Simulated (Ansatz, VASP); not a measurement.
One calculation of Se, two programs

```
Se
1.0
     0.00000    2.34811    2.34811
     2.34811    0.00000    2.34811
     2.34811    2.34811    0.00000
Se
2
Direct
  0.87500 0.87500 0.87500
  0.12500 0.12500 0.12500
```

Change from the starting cell: volume scaled by 0.43, crystal datasets.

Alike in both runs: task single point; functional PBEsol; k mesh 11 × 11 × 11; occupations fermi-dirac, width 0.08 eV; no spin polarisation.

|  | VASP | Ansatz |
| --- | --- | --- |
| version | VASP 6.6.1 | Ansatz 0.2.0 |
| potentials or method | VASP PAW PBE potentials, release 64 (Se), cutoff 520 eV | all-electron PAW with datasets made for the crystal, scalar-relativistic |

Ansatz gave:

* pressure (GPa): 191.5

Q: Estimate VASP's values.

A: Pressure (GPa): 195.6.

VASP's potentials were made for PBE, not for PBEsol. Both programs put the cell under a high pressure, so it lies far from rest at this level. Ansatz ran all-electron here, and VASP with PAW potentials.

Noted on VASP's run: the cell as given lies far from equilibrium.
